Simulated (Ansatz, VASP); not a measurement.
Te in VASP and in Ansatz

```
Te
1.0
    -1.88795    1.88795    1.88795
     1.88795   -1.88795    1.88795
     1.88795    1.88795   -1.88795
Te
1
Direct
  0.00000 0.00000 0.00000
```

Alike in both runs: task single point; functional RPBE; k mesh 13 × 13 × 13; occupations fermi-dirac, width 0.1 eV; no spin polarisation.

|  | VASP | Ansatz |
| --- | --- | --- |
| version | VASP 6.6.1 | Ansatz 0.2.0 |
| potentials or method | VASP PAW PBE potentials, release 64 (Te), cutoff 520 eV | plane waves (420 eV) with PAW, scalar-relativistic |
| valence electrons in the cell | 6 | 16 |

```tsv
	VASP	Ansatz	Ansatz less VASP
pressure (GPa)	4.9	5.1	+0.15
```

VASP's potentials were made for PBE, not for RPBE. With one functional, cell and mesh, what is left measures potentials, basis and numerics. VASP's potentials hold 6 valence electrons a cell and Ansatz's 16, so a difference there can come from the potentials and not from the codes.

Neither program's run includes spin-orbit coupling.
